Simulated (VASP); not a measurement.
Runs of VASP 6.6.1 on Mo. The structure is that of space group Im-3m (No. 229), or close to it. The cells are those of the table. 

| task | level | potentials or basis | cell | cutoff (eV) | gap on the mesh (eV) | pressure (GPa) | relaxed volume (Å³/atom) |
| --- | --- | --- | --- | --- | --- | --- | --- |
| single point | PBE+D4 | VASP PAW PBE potentials, release 64 (Mo_sv) | a = 2.717 Å, angles 109.5°, 1 atom | 520 | none | 0.6 | - |
| relaxation of cell and atoms | LDA | VASP PAW LDA potentials, release 64 (Mo_sv) | relaxed from a = 2.725 Å, angles 109.5°, 1 atom | 600 | none | 0.0 | (a) |
| relaxation of cell and atoms | PBEsol | VASP PAW PBE potentials, release 64 (Mo_sv) | relaxed from a = 2.725 Å, angles 109.5°, 1 atom | 600 | none | -0.1 | 15.35 |
| single point | LDA | VASP PAW LDA potentials, release 64 (Mo_sv) | a = 2.694 Å, angles 109.5°, 1 atom | 520 | none | 1.2 | - |
| single point | PBEsol | VASP PAW PBE potentials, release 64 (Mo_sv) | a = 2.710 Å, angles 109.5°, 1 atom | 520 | none | 0.6 | - |

Alike in all rows: no spin polarisation; k mesh 13 × 13 × 13; smearing fermi-dirac 0.15 eV.

**Question.** Fill in the values left out.

**Answer.** (a) 15.12.

Caveats: the PAW data sets were made with another functional, which shifts forces and pressure a little (some runs); pairwise dispersion overbinds metals, which lowers pressure and volume (some runs).

A k mesh can miss the band edges, and the runs leave out spin-orbit coupling on Mo.

A gap of «none» marks levels without a gap at the run's occupations.
